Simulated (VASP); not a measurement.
A run of VASP 6.6.1 is set up as follows.

The input INCAR:

```
SYSTEM = Ti
  ALGO = Fast
  EDIFF = 1E-6
  ENCUT = 520
  GGA = PS
  ISIF = 2
  ISMEAR = -1
  LASPH = .True.
  LCHARG = .False.
  LREAL = .False.
  LWAVE = .False.
  NBANDS = 12
  NELM = 80
  PREC = Accurate
  SIGMA = 0.05
```

KPOINTS

```
k-points
0
Gamma
  11 11 11
  0 0 0
```

Contents of POSCAR:

```
Ti
1.0
   -1.6748386116      1.6748386116      1.5753600000
    1.6748386116     -1.6748386116      1.5753600000
    1.6748386116      1.6748386116     -1.5753600000
Ti
1
Direct
    0.0000000000      0.0000000000      0.0000000000
```

Potentials or basis: VASP PAW PBE potentials, release 64 (Ti_sv).

Run with:

```sh
$ cat potpaw_PBE.64/Ti_sv/POTCAR > POTCAR
$ mpirun -np 1 vasp_std > vasp.out
```

Question: Predict the pressure.

Answer: -6.9 GPa.

Question: Estimate the band gap on the k mesh.

Answer: Zero (band 6 reaches 8.70 eV, above the bottom of band 7 at 7.24 eV).

Stress tensor (GPa, compression positive):
```
-6.18  0.00  0.00
 0.00 -6.18  0.00
 0.00  0.00 -8.48
```

Caveat: the PAW data sets were made with another functional, which shifts forces and pressure a little.
